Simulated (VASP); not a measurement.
# Ge (P6_3/mmc) in VASP: further runs

Ge is run at these levels: PBEsol; tasks: relaxation of shape and atoms at fixed volume, single point.

Program: VASP 6.6.1. These are calculated values, not measurements. Logs are shortened: lines on timing, memory, paths and dates and some standing lists are left out, and cuts for length are marked.

### Step 1. The cell of the first run

The structure is hexagonal, space group P6_3/mmc (No. 194). The conventional cell has a = 2.798 Å, b = 2.798 Å, c = 4.590 Å, α = 90.00°, β = 90.00°, γ = 120.00°. Ge (site symmetry -6m2) has 12 Ge at 2.80 to 2.81 Å within 3.7 Å.

### Step 2. Relaxation of shape and atoms at fixed volume, PBEsol

Contents of INCAR:

```
SYSTEM = Ge
PREC = Accurate ; ENCUT = 600
EDIFF = 1E-6 ; ISMEAR = -1
SIGMA = 0.08 ; LREAL = .False.
LASPH = .True. ; NELM = 80
ALGO = Normal ; ISIF = 4
LWAVE = .False. ; LCHARG = .False.
GGA = PS ; IBRION = 2
NSW = 50 ; EDIFFG = -0.005
```

Contents of KPOINTS:

```
regular mesh
0
Gamma
  16 16 9
  0 0 0
```

Contents of POSCAR:

```
Ge
1.0
    2.7984405089      0.0000000000      0.0000000000
   -1.3992202544      2.4235205717      0.0000000000
    0.0000000000      0.0000000000      4.5903159501
Ge
2
Direct
    0.3333333333      0.6666666667      0.2500000000
    0.6666666667      0.3333333333      0.7500000000
```

Potentials or basis: VASP PAW PBE potentials, release 64 (Ge_d).

Started as:

```console
$ cat potpaw_PBE.64/Ge_d/POTCAR > POTCAR
$ mpirun -np 1 vasp_std > vasp.out
```

OUTCAR:

```text
SYSTEM = Ge
   PREC = Accurate
   ENCUT = 600
   EDIFF = 1E-6
   ISMEAR = -1
   LREAL = .False.
   LASPH = .True.
   NELM = 80
   ISIF = 4
   GGA = PS
   IBRION = 2
   NSW = 50
   EDIFFG = -0.005

 ion  position               nearest neighbor table
   1  0.333  0.667  0.250-   2 2.81   2 2.81   2 2.81   2 2.81   2 2.81   2 2.81
   2  0.667  0.333  0.750-   1 2.81   1 2.81   1 2.81   1 2.81   1 2.81   1 2.81

  LATTYP: Found a hexagonal cell.
 ALAT       =     2.7984405089
 C/A-ratio  =     1.6403121437

  Lattice vectors:

 A1 = (   2.7984405089,   0.0000000000,   0.0000000000)
 A2 = (  -1.3992202544,   2.4235205717,   0.0000000000)
 A3 = (   0.0000000000,   0.0000000000,   4.5903159501)

Analysis of symmetry for initial positions (statically):
=====================================================================
 Subroutine PRICEL returns:
 Original cell was already a primitive cell.

 Routine SETGRP: Setting up the symmetry group for a
 hexagonal supercell.

 Subroutine GETGRP returns: Found 24 space group operations
 (whereof 12 operations were pure point group operations)
 out of a pool of 24 trial point group operations.

The static configuration has the point symmetry D_3d.
 The point group associated with its full space group is D_6h.

Analysis of symmetry for dynamics (positions and initial velocities):
=====================================================================
 Subroutine PRICEL returns:
 Original cell was already a primitive cell.

 Routine SETGRP: Setting up the symmetry group for a
 hexagonal supercell.

 Subroutine GETGRP returns: Found 24 space group operations
 (whereof 12 operations were pure point group operations)
 out of a pool of 24 trial point group operations.

The dynamic configuration has the point symmetry D_3d.
 The point group associated with its full space group is D_6h.

 Subroutine INISYM returns: Found 24 space group operations
 (whereof 12 operations are pure point group operations),
 and found     1 'primitive' translations

----------------------------------------------------------------------------------------

                                     Primitive cell

[... 142 lines left out ...]

  FORCE on cell =-STRESS in cart. coord.  units (eV):
  Direction    XX          YY          ZZ          XY          YZ          ZX
  --------------------------------------------------------------------------------------
  -------------------------------------------------------------------------------------
  Total        3.4768250      3.4768250      3.3971924      0.0000000     -0.0000000     -0.0000000
  in kB      178.9320116    178.9320116    174.8337822      0.0000000     -0.0000000     -0.0000000
  external PRESSURE =     177.5659351 kB  Pullay stress =       0.0000000 kB

 VOLUME and BASIS-vectors are now :
 -----------------------------------------------------------------------------
  energy-cutoff  :      600.00
  volume of cell :       31.13
      direct lattice vectors                 reciprocal lattice vectors
     2.798440509  0.000000000  0.000000000     0.357341883  0.206311432  0.000000000
    -1.399220254  2.423520572  0.000000000     0.000000000  0.412622864  0.000000000
     0.000000000  0.000000000  4.590315950     0.000000000  0.000000000  0.217849928

 POSITION                                       TOTAL-FORCE (eV/Angst)
 -----------------------------------------------------------------------------------
     -0.00000      1.61568      1.14758         0.000000     -0.000000      0.000000
      1.39922      0.80784      3.44274        -0.000000      0.000000      0.000000
 -----------------------------------------------------------------------------------
    total drift:                               -0.000000      0.000000     -0.000000

  FREE ENERGIE OF THE ION-ELECTRON SYSTEM (eV)
  ---------------------------------------------------
  free  energy   TOTEN  =        -9.0751176587 eV

  energy  without entropy=       -9.0630069293  energy(sigma->0) =       -9.06906229

--------------------------------------- Ionic step        2  -------------------------------------------

 number of electron      28.0000005 magnetization

 Free energy of the ion-electron system (eV)
  ---------------------------------------------------
  ext. energy  EPLUGINS =         0.00000000
  ---------------------------------------------------
  free energy    TOTEN  =        -9.07517122 eV

  energy without entropy =       -9.06316010  energy(sigma->0) =       -9.06916566

 E-fermi :   8.9940     XC(G=0): -12.4407

 val. band max:        8.9449199455   @ k =   0.3750   0.0000   0.2222
 cond. band min:       9.0301770970   @ k =   0.2500   0.0000   0.2222
 fundamental gap:      0.0852571515
 Fermi energy:         8.9939590740

 k-point     1 :       0.0000    0.0000    0.0000
  band No.  band energies     occupation
      1     -15.8638      2.00000
      2     -15.8436      2.00000
      3     -15.8321      2.00000
      4     -15.8321      2.00000
      5     -15.8179      2.00000
      6     -15.8179      2.00000
[... 481 lines left out ...]
      5     -15.7762      2.00000
      6     -15.7560      2.00000
[... 10 lines left out ...]
     17      13.5373      0.00000
     18      13.7324      0.00000

 [... further k-points ...]
[... 5 lines left out ...]
  --------------------------------------------------------------------------------------
  -------------------------------------------------------------------------------------
  Total        3.4806286      3.4806286      3.4784755      0.0000000      0.0000000      0.0000000
  in kB      179.1277615    179.1277615    179.0169537      0.0000000      0.0000000      0.0000000
  external PRESSURE =     179.0908256 kB  Pullay stress =       0.0000000 kB

 VOLUME and BASIS-vectors are now :
 -----------------------------------------------------------------------------
  energy-cutoff  :      600.00
  volume of cell :       31.13
      direct lattice vectors                 reciprocal lattice vectors
     2.800233447  0.000000000 -0.000000000     0.357113083  0.206179335  0.000000000
    -1.400116724  2.425073302  0.000000000    -0.000000000  0.412358669  0.000000000
    -0.000000000 -0.000000000  4.584439641     0.000000000 -0.000000000  0.218129167

 POSITION                                       TOTAL-FORCE (eV/Angst)
 -----------------------------------------------------------------------------------
     -0.00000      1.61672      1.14611         0.000000     -0.000000      0.000000
      1.40012      0.80836      3.43833        -0.000000      0.000000      0.000000
 -----------------------------------------------------------------------------------
    total drift:                               -0.000000      0.000000     -0.000000

  FREE ENERGIE OF THE ION-ELECTRON SYSTEM (eV)
  ---------------------------------------------------
  free  energy   TOTEN  =        -9.0751712240 eV

  energy  without entropy=       -9.0631600974  energy(sigma->0) =       -9.06916566

 reached required accuracy - stopping structural energy minimisation
```

CONTCAR:

```text
Ge
   1.00000000000000
     2.8002334472460557    0.0000000000048420   -0.0000000000000000
    -1.4001167235688026    2.4250733018548960    0.0000000000000000
    -0.0000000000000000   -0.0000000000000000    4.5844396409709356
  Ge
     2
Direct
     0.3333333332999970    0.6666666667000030    0.2500000000000000
     0.6666666667000030    0.3333333332999970    0.7500000000000000

  0.00000000E+00  0.00000000E+00  0.00000000E+00
  0.00000000E+00  0.00000000E+00  0.00000000E+00
```

It took 3 min on 1 thread of AMD EPYC 7R43 (Zen 3), shared host; peak memory 0.18 GiB.

Results:

| Quantity | Value |
| --- | --- |
| Free energy | -9.0752 eV |
| Energy gained by relaxing | 0.0 meV/atom |
| Ionic steps | 2 |
| Pressure after relaxing | 17.9 GPa |
| Band gap on the k mesh | zero (band 14 reaches 17.23 eV, above the bottom of band 15 at 5.75 eV) |

Final structure:
```
Ge
1.0
     2.80023    0.00000    0.00000
    -1.40012    2.42507    0.00000
     0.00000    0.00000    4.58444
Ge
2
Direct
  0.33333 0.66667 0.25000
  0.66667 0.33333 0.75000
```

Levels at points of the mesh, in eV from the Fermi level:
```
           k point  band 12  band 13  band 14  band 15  band 16  band 17
(0.00, 0.00, 0.00)    -8.43    -6.90     8.16     8.16    10.39    10.39
(0.50, 0.00, 0.00)    -7.98    -2.34    -1.93    -1.39     1.03     2.97
```

Caveat: the PAW data sets were made with another functional, which shifts forces and pressure a little.

### Step 3. Single point, PBEsol

This run uses another cell than the first one, of 7.33 Å³/atom, 0.471 times its volume.

Contents of INCAR:

```
PREC = Accurate
ENCUT = 520
EDIFF = 1E-6
ISMEAR = -1
SIGMA = 0.08
LREAL = F
LASPH = T
NELM = 100
ALGO = Normal
ISIF = 2
LWAVE = F
LCHARG = T
GGA = PS
LELF = T
LVHAR = T
NBANDS = 21
```

Contents of KPOINTS:

```
Automatic mesh
0
Gamma
  16 16 9
```

Contents of POSCAR:

```
Ge
1.0
    2.1790338304      0.0000000000      0.0000000000
   -1.0895169152      1.8870986529      0.0000000000
    0.0000000000      0.0000000000      3.5627705713
Ge
2
Direct
    0.3333333333      0.6666666667      0.2500000000
    0.6666666667      0.3333333333      0.7500000000
```

Potentials or basis: VASP PAW PBE potentials, release 64 (Ge_d).

Started as:

```console
$ cat potpaw_PBE.64/Ge_d/POTCAR > POTCAR
$ mpirun -np 1 vasp_std > vasp.out
```

Wall time 49 s (1 thread of Intel Xeon Platinum 8259CL at 2.50GHz (Skylake/Cascade Lake), shared host); peak memory 0.15 GiB.

The run converged. Its results:

```
Free energy            : 6.5988 eV
Pressure               : 541.8 GPa
Band gap on the k mesh : zero (band 14 reaches 38.80 eV, above the bottom of band 15 at 18.32 eV)
```

Stress tensor (GPa, compression positive):
```
541.94   0.00   0.00
  0.00 541.94   0.00
  0.00   0.00 541.55
```

Levels at points of the mesh, in eV from the Fermi level:
```csv
k point,band 10,band 11,band 12,band 13,band 14,band 15,band 16,band 17,band 18,band 19
"(0.00, 0.00, 0.00)",-26.56,-26.18,-14.77,-11.17,15.32,15.32,15.90,17.60,17.60,18.94
"(0.50, 0.00, 0.00)",-26.41,-15.15,-14.00,-4.05,-3.03,-0.73,0.17,4.08,11.39,15.78
```

Caveat: the PAW data sets were made with another functional, which shifts forces and pressure a little.

### Step 4. Single point, PBEsol

Contents of INCAR:

```
SYSTEM = Ge
  PREC = Accurate
  ENCUT = 520
  EDIFF = 1E-6
  ISMEAR = -1
  SIGMA = 0.08
  LREAL = .False.
  LASPH = .True.
  NELM = 60
  ALGO = Normal
  ISIF = 2
  LWAVE = .False.
  LCHARG = .True.
  GGA = PS
  LELF = .True.
  LVHAR = .True.
  NBANDS = 21
```

Contents of KPOINTS:

```
regular mesh
0
Gamma
  16 16 9
  0 0 0
```

POSCAR is that of step 3.

Started as:

```console
$ cat potpaw_PBE.64/Ge_d/POTCAR > POTCAR
$ mpirun -np 1 vasp_std > vasp.out
```

It took 38 s on 1 thread of Intel Xeon Platinum 8259CL at 2.50GHz (Skylake/Cascade Lake), shared host; peak memory 0.15 GiB.

Results (log left out):

```
Free energy            : 6.5988 eV
Pressure               : 541.8 GPa
Band gap on the k mesh : zero (band 14 reaches 38.80 eV, above the bottom of band 15 at 18.32 eV)
```

Stress tensor (GPa, compression positive):
```
541.94   0.00   0.00
  0.00 541.94   0.00
  0.00   0.00 541.55
```

Levels at points of the mesh, in eV from the Fermi level:
| k point | band 10 | band 11 | band 12 | band 13 | band 14 | band 15 | band 16 | band 17 | band 18 | band 19 |
| --- | --- | --- | --- | --- | --- | --- | --- | --- | --- | --- |
| (0.00, 0.00, 0.00) | -26.56 | -26.18 | -14.77 | -11.17 | 15.32 | 15.32 | 15.90 | 17.60 | 17.60 | 18.94 |
| (0.50, 0.00, 0.00) | -26.41 | -15.15 | -14.00 | -4.05 | -3.03 | -0.73 | 0.17 | 4.08 | 11.39 | 15.78 |

Caveat: the PAW data sets were made with another functional, which shifts forces and pressure a little.

### Step 5. Single point, PBEsol

This run uses another cell than the first one, of 8.24 Å³/atom, 0.529 times its volume.

Contents of INCAR:

```
PREC = Accurate ; ENCUT = 520
EDIFF = 1E-6 ; ISMEAR = -1
SIGMA = 0.08 ; LREAL = F
LASPH = T ; NELM = 80
ALGO = Normal ; ISIF = 2
LWAVE = F ; LCHARG = T
GGA = PS ; LELF = T
LVHAR = T ; NBANDS = 21
```

Contents of KPOINTS:

```
Automatic mesh
0
Gamma
  16 16 9
```

Contents of POSCAR:

```
Ge
1.0
    2.2669221821      0.0000000000      0.0000000000
   -1.1334610911      1.9632121981      0.0000000000
    0.0000000000      0.0000000000      3.7033529135
Ge
2
Direct
    0.3333333333      0.6666666667      0.2500000000
    0.6666666667      0.3333333333      0.7500000000
```

Started as:

```console
$ cat potpaw_PBE.64/Ge_d/POTCAR > POTCAR
$ mpirun -np 1 vasp_std > vasp.out
```

Run time: 51 s. Hardware: 1 thread of Intel Xeon Platinum 8259CL at 2.50GHz (Skylake/Cascade Lake), shared host; peak memory 0.16 GiB.

Results (log left out):

```yaml
Free_energy: 1.5261 eV
Pressure: 359.7 GPa
Band_gap_on_the_k_mesh: zero (band 14 reaches 34.49 eV, above the bottom of band 15 at 15.49 eV)
```

Stress tensor (GPa, compression positive):
```
359.77   0.00   0.00
  0.00 359.77   0.00
  0.00   0.00 359.52
```

Levels at points of the mesh, in eV from the Fermi level:
```tsv
k point	band 11	band 12	band 13	band 14	band 15	band 16	band 17	band 18
(0.00, 0.00, 0.00)	-23.97	-13.21	-10.73	13.96	13.96	15.81	16.37	16.37
(0.50, 0.00, 0.00)	-13.73	-13.10	-3.57	-2.85	-0.43	-0.25	3.92	10.22
```

Caveat: the PAW data sets were made with another functional, which shifts forces and pressure a little.

### Step 6. Summary

```tsv
task	cell	cutoff (eV)	gap on the mesh (eV)	pressure (GPa)
relaxation of shape and atoms at fixed volume	relaxed from a = 2.798, b = 2.798, c = 4.590 Å, angles 90.0, 90.0, 120.0°, 2 atoms	600	none	17.9
single point	a = 2.179, b = 2.179, c = 3.563 Å, angles 90.0, 90.0, 120.0°, 2 atoms	520	none	541.8
single point	a = 2.267, b = 2.267, c = 3.703 Å, angles 90.0, 90.0, 120.0°, 2 atoms	520	none	359.7
```

Alike in all rows: level PBEsol; potentials or basis VASP PAW PBE potentials, release 64 (Ge_d); no spin polarisation; k mesh 16 × 16 × 9; smearing fermi-dirac 0.08 eV.

Caveats: the PAW data sets were made with another functional, which shifts forces and pressure a little.

Total energies depend on the potentials used, so only differences within one code and one set of settings carry meaning.
